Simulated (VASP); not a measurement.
**NaI: single point with HSE06**

NaI:

```
CELL_PARAMETERS angstrom
0.00000 3.54319 3.74409
3.54319 0.00000 3.74409
3.54319 3.54319 0.00000
ATOMIC_POSITIONS crystal
Na 0.00000 0.00000 0.00000
I 0.25000 0.25000 0.25000
```

This cell differs from its parent crystal: uniaxial z strain +5.7%.

* Program: VASP 6.6.1
* Task: single point
* Functional: HSE06
* Potentials or basis: VASP PAW PBE potentials, release 64 (Na_pv, I)
* Cutoff: 520 eV
* k mesh: 4 × 4 × 4
* Occupations: gaussian, width 0.01 eV
* Spin: no spin polarisation
* Dipole correction: no
* Grid for exact exchange (PRECFOCK): Normal
* Further INCAR settings: ALGO = Normal; EDIFF = 1e-07; NBANDS = 14
* Share of exact exchange: 0.25
* Screening parameter: 0.2079 1/Å

- Pressure: -0.4 GPa
- Band gap on the k mesh: 4.67 eV

Stress tensor (GPa, compression positive):
```
-0.35  0.00  0.00
 0.00 -0.35  0.00
 0.00  0.00 -0.51
```

Levels at points of the mesh, in eV from the valence-band top:
```
           k point  band 4  band 5  band 6  band 7  band 8  band 9  band 10  band 11
(0.00, 0.00, 0.00)  -11.27   -0.07    0.00    0.00    4.67    8.82     8.92     8.92
(0.50, 0.00, 0.00)  -11.14   -1.19   -0.22   -0.09    6.31    8.49     8.51     8.82
(0.50, 0.50, 0.00)  -11.12   -1.16   -0.33   -0.33    6.12    7.30     9.53    11.43
(0.50, 0.00, 0.50)  -11.10   -1.08   -0.46   -0.43    6.11    7.09     9.94    10.95
```

Run time: 17 min on 1 thread of Intel(R) Xeon(R) Platinum 8375C CPU @ 2.90GHz (Ice Lake), on a shared host, peak memory 0.35 GiB.

Caveat: the cell differs from its parent crystal (uniaxial z strain +5.7%); the PAW data sets were made with another functional, which shifts forces and pressure a little; spin-orbit coupling is left out, which moves the levels of the heavy elements.
